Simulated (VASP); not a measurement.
# KSi4I3 (Pm-3m) in VASP: relaxation of cell and atoms with PBE

Aim: the relaxation of cell and atoms of KSi4I3 with PBE.

Everything below comes from runs of VASP 6.6.1. Logs are shortened: lines on timing, memory, paths and dates and some standing lists are left out, and cuts for length are marked.

### 1 The cell of the first run

The structure is cubic, space group Pm-3m (No. 221). Conventional cell: a = 7.657 Å, b = 7.657 Å, c = 7.657 Å, α = 90.00°, β = 90.00°, γ = 90.00°. K (site symmetry m-3m) has 6 Si at 3.83 Å within 5.0 Å. Si (site symmetry 4/mmm) has 2 K at 3.83 Å and 4 I at 3.83 Å within 5.0 Å. Si (site symmetry m-3m) has 6 I at 3.83 Å within 5.0 Å. I (site symmetry 4/mmm) has 6 Si at 3.83 Å within 5.0 Å.

The cell was built from a structure type or drawn by symmetry, and may not be a known phase.

### 2 Relaxation of cell and atoms, PBE

File INCAR:

```
SYSTEM = KSi4I3
PREC = Accurate ; ENCUT = 600
EDIFF = 1E-6 ; ISMEAR = 0
SIGMA = 0.1 ; LREAL = .FALSE.
LASPH = .TRUE. ; NELM = 100
ALGO = Normal ; ISIF = 3
LWAVE = .FALSE. ; LCHARG = .FALSE.
GGA = PE ; IBRION = 2
NSW = 90 ; EDIFFG = -0.04
```

File KPOINTS:

```
Automatic mesh
0
G
  2 2 2
  0 0 0
```

File POSCAR:

```
KSi4I3
1.0
    7.6565043100      0.0000000000      0.0000000000
    0.0000000000      7.6565043100      0.0000000000
    0.0000000000      0.0000000000      7.6565043100
K Si I
1 4 3
Direct
    0.0000000000      0.0000000000      0.0000000000
    0.5000000000      0.0000000000      0.0000000000
    0.0000000000      0.5000000000      0.0000000000
    0.0000000000      0.0000000000      0.5000000000
    0.5000000000      0.5000000000      0.5000000000
    0.0000000000      0.5000000000      0.5000000000
    0.5000000000      0.0000000000      0.5000000000
    0.5000000000      0.5000000000      0.0000000000
```

Potentials or basis: VASP PAW PBE potentials, release 64 (K_sv, Si, I).

Command:

```
cat potpaw_PBE.64/K_sv/POTCAR potpaw_PBE.64/Si/POTCAR potpaw_PBE.64/I/POTCAR > POTCAR
mpirun -np 1 vasp_std > vasp.out
```

OUTCAR:

```text
SYSTEM = KSi4I3
   PREC = Accurate
   ENCUT = 600
   EDIFF = 1E-6
   ISMEAR = 0
   LREAL = .FALSE.
   LASPH = .TRUE.
   NELM = 100
   ISIF = 3
   GGA = PE
   IBRION = 2
   NSW = 90
   EDIFFG = -0.04

 ion  position               nearest neighbor table
   1  0.000  0.000  0.000-
   2  0.500  0.000  0.000-
   3  0.000  0.500  0.000-
   4  0.000  0.000  0.500-
   5  0.500  0.500  0.500-
   6  0.000  0.500  0.500-
   7  0.500  0.000  0.500-
   8  0.500  0.500  0.000-

  LATTYP: Found a simple cubic cell.
 ALAT       =     7.6565043100

  Lattice vectors:

 A1 = (   7.6565043100,   0.0000000000,   0.0000000000)
 A2 = (   0.0000000000,   7.6565043100,   0.0000000000)
 A3 = (   0.0000000000,   0.0000000000,   7.6565043100)

Analysis of symmetry for initial positions (statically):
=====================================================================
 Subroutine PRICEL returns:
 Original cell was already a primitive cell.

 Routine SETGRP: Setting up the symmetry group for a
 simple cubic supercell.

 Subroutine GETGRP returns: Found 48 space group operations
 (whereof 48 operations were pure point group operations)
 out of a pool of 48 trial point group operations.

The static configuration has the point symmetry O_h .

Analysis of symmetry for dynamics (positions and initial velocities):
=====================================================================
 Subroutine PRICEL returns:
 Original cell was already a primitive cell.

 Routine SETGRP: Setting up the symmetry group for a
 simple cubic supercell.

 Subroutine GETGRP returns: Found 48 space group operations
 (whereof 48 operations were pure point group operations)
 out of a pool of 48 trial point group operations.

The dynamic configuration has the point symmetry O_h .

 Subroutine INISYM returns: Found 48 space group operations
 (whereof 48 operations are pure point group operations),
 and found     1 'primitive' translations

----------------------------------------------------------------------------------------

                                     Primitive cell

  volume of cell :     448.8400

  direct lattice vectors                    reciprocal lattice vectors
     7.656504310  0.000000000  0.000000000     0.130607907  0.000000000  0.000000000
     0.000000000  7.656504310  0.000000000     0.000000000  0.130607907  0.000000000
     0.000000000  0.000000000  7.656504310     0.000000000  0.000000000  0.130607907

[... 78 lines left out ...]
   IBRION =      2    ionic relax: 0-MD 1-quasi-New 2-CG
   NFREE  =      1    steps in history (QN), initial steepest desc. (CG)
   ISIF   =      3    stress and relaxation
   ISYM   =      2    0-nonsym 1-usesym 2-fastsym
   POTIM  = 0.5000    time-step for ionic-motion
   TEBEG  =    0.0;   TEEND  =   0.0 temperature during run
   PSTRESS=    0.0 pullay stress
   NELECT =      46.0000    total number of electrons
   NUPDOWN=      -1.0000    fix difference up-down
   EMIN   =  10.00;   EMAX   =-10.00  energy-range for DOS
   EFERMI =   0.00;   METHOD = LEGACY
   ISMEAR =     0;   SIGMA  =   0.10  broadening in eV -4-tet -1-fermi 0-gaus
   EFERMI_NEDOS =   21; number of points for ismear=-14 and -15
   IALGO  =     38    algorithm
   IMIX   =      4    mixing-type and parameters
     AMIX     =   0.40;   BMIX     =  1.00
     AMIX_MAG =   1.60;   BMIX_MAG =  1.00
  volume/ion in A,a.u.               =      56.11       378.62
  Fermi-wavevector in a.u.,A,eV,Ry     =   0.766120  1.447757  7.985806  0.586940
  Thomas-Fermi vector in A             =   1.866390
   LORBIT       =      0    0 simple, 1 ext, 2 COOP (PROOUT), +10 PAW based schemes
   GGA     = PE    functional components
   LHFCALC =     F    Hartree Fock is set to
   AEXX    =    0.0000 exact exchange contribution
   IVDW    =     0    specifies the selected vdW correction
   LEPSILON=     F    determine dielectric tensor
   LRPA    =     F    only Hartree local field effects (RPA)
 conjugate gradient relaxation of ions
 non-spin polarized calculation
 Gauss-broadening in eV      SIGMA  =   0.10
  energy-cutoff  :      600.00
  volume of cell :      448.84
 maximum number of plane-waves:     15036
 NGX is ok and might be reduce to    64
   NGX = 31   NGY = 31   NGZ = 31

--------------------------------------- Ionic step        1  -------------------------------------------

 number of electron      46.0000003 magnetization

 Free energy of the ion-electron system (eV)
  ---------------------------------------------------
  ext. energy  EPLUGINS =         0.00000000
  ---------------------------------------------------
  free energy    TOTEN  =       -15.54499644 eV

  energy without entropy =      -15.42615252  energy(sigma->0) =      -15.48557448

------------------------ aborting loop because EDIFF is reached ----------------------------------------

  FORCE on cell =-STRESS in cart. coord.  units (eV):
  Direction    XX          YY          ZZ          XY          YZ          ZX
  --------------------------------------------------------------------------------------
  -------------------------------------------------------------------------------------
  Total      -10.0459367    -10.0459367    -10.0459367     -0.0000000      0.0000000     -0.0000000
  in kB      -35.8599291    -35.8599291    -35.8599291     -0.0000000      0.0000000     -0.0000000
  external PRESSURE =     -35.8599291 kB  Pullay stress =       0.0000000 kB
[... 71 lines left out ...]
--------------------------------------- Ionic step        3  -------------------------------------------

 number of electron      46.0000000 magnetization

 E-fermi :   6.7693     XC(G=0):  -9.6488

 val. band max:        6.5658177139   @ k =   0.5000   0.5000   0.0000
 cond. band min:       6.8373073619   @ k =   0.5000   0.0000   0.0000
 fundamental gap:      0.2714896481
 Fermi energy:         6.7693166101

 k-point     1 :       0.0000    0.0000    0.0000
  band No.  band energies     occupation
      1     -23.5682      2.00000
      2      -8.6454      2.00000
      3      -7.4898      2.00000
      4      -7.4898      2.00000
      5      -7.2819      2.00000
      6      -7.2819      2.00000
[... 238 lines left out ...]
--------------------------------------- Ionic step        6  -------------------------------------------

 number of electron      46.0000003 magnetization

 Free energy of the ion-electron system (eV)
  ---------------------------------------------------
  ext. energy  EPLUGINS =         0.00000000
  ---------------------------------------------------
  free energy    TOTEN  =       -18.99791980 eV

  energy without entropy =      -18.91934870  energy(sigma->0) =      -18.95863425

 E-fermi :   3.8006     XC(G=0):  -8.4163

 val. band max:        3.7741867138   @ k =   0.5000   0.5000   0.5000
 cond. band min:       3.8149002567   @ k =   0.5000   0.0000   0.0000
 fundamental gap:      0.0407135429
 Fermi energy:         3.8006406161

 k-point     1 :       0.0000    0.0000    0.0000
  band No.  band energies     occupation
      1     -26.3537      2.00000
      2     -10.0244      2.00000
      3      -9.9317      2.00000
      4      -9.9317      2.00000
      5      -9.9317      2.00000
      6      -9.5155      2.00000
[... 148 lines left out ...]
  FREE ENERGIE OF THE ION-ELECTRON SYSTEM (eV)
  ---------------------------------------------------
  free  energy   TOTEN  =       -18.9979197960 eV

  energy  without entropy=      -18.9193487038  energy(sigma->0) =      -18.95863425

 reached required accuracy - stopping structural energy minimisation
```

OSZICAR:

```text
N       E                     dE             d eps       ncg     rms          rms(c)
DAV:   1     0.255369336715E+03    0.25537E+03   -0.16790E+04   224   0.140E+03
DAV:   2     0.118401547726E+02   -0.24353E+03   -0.23699E+03   296   0.219E+02
DAV:   3    -0.147986929562E+02   -0.26639E+02   -0.26284E+02   264   0.693E+01
[... 117 lines left out ...]
DAV:   6    -0.189981118865E+02    0.42721E-03   -0.44207E-03   296   0.236E-01    0.214E-01
DAV:   7    -0.189979314246E+02    0.18046E-03   -0.59389E-04   324   0.897E-02    0.995E-02
DAV:   8    -0.189979302114E+02    0.12132E-05   -0.16196E-04   272   0.349E-02    0.684E-02
DAV:   9    -0.189979197966E+02    0.10415E-04   -0.29362E-05   316   0.164E-02    0.922E-03
DAV:  10    -0.189979197960E+02    0.58026E-09   -0.23485E-06   164   0.634E-03
   6 F= -.18997920E+02 E0= -.18958634E+02  d E =-.345292E+01
```

Run time: 11 min. Hardware: 1 thread of Intel Xeon Platinum 8259CL at 2.50GHz (Skylake/Cascade Lake), shared host; peak memory 0.67 GiB.

What came out:

* Free energy: -18.9979 eV
* Relaxed volume: 32.94 Å³/atom
* Relaxed cell: a = 6.411 Å, b = 6.411 Å, c = 6.411 Å, α = 90.00°, β = 90.00°, γ = 90.00°
* Space group after relaxing (to 0.1 Å): Pm-3m (No. 221)
* Energy gained by relaxing: 431.6 meV/atom
* Ionic steps: 6
* Pressure after relaxing: -0.1 GPa
* Band gap on the k mesh: zero (bands 23 and 24 overlap by 0.85 eV)

Step by step:
```csv
step,energy change (eV),largest force (eV/Å),pressure (GPa),volume (Å³)
1,0.0000,0.0000,-3.59,448.84
2,-1.7654,0.0000,-3.65,372.11
3,-1.5631,0.0000,11.71,195.23
4,-3.2065,0.0000,-2.05,297.25
5,-3.4384,0.0000,0.65,254.81
6,-3.4529,0.0000,-0.09,263.49
```

Final structure:
```
K Si I
1.0
     6.41095    0.00000    0.00000
     0.00000    6.41095    0.00000
     0.00000    0.00000    6.41095
K Si I
1 4 3
Direct
  0.00000 0.00000 0.00000
  0.50000 0.00000 0.00000
  0.00000 0.50000 0.00000
  0.00000 0.00000 0.50000
  0.50000 0.50000 0.50000
  0.00000 0.50000 0.50000
  0.50000 0.00000 0.50000
  0.50000 0.50000 0.00000
```

Caveat: the k points lie up to 0.49 Å⁻¹ apart in the final cell, too coarse for converged energies and pressures of a metal; the volume moved by over 15 % at a fixed basis, so the end points are rough; spin-orbit coupling is left out, which moves the levels of the heavy elements.
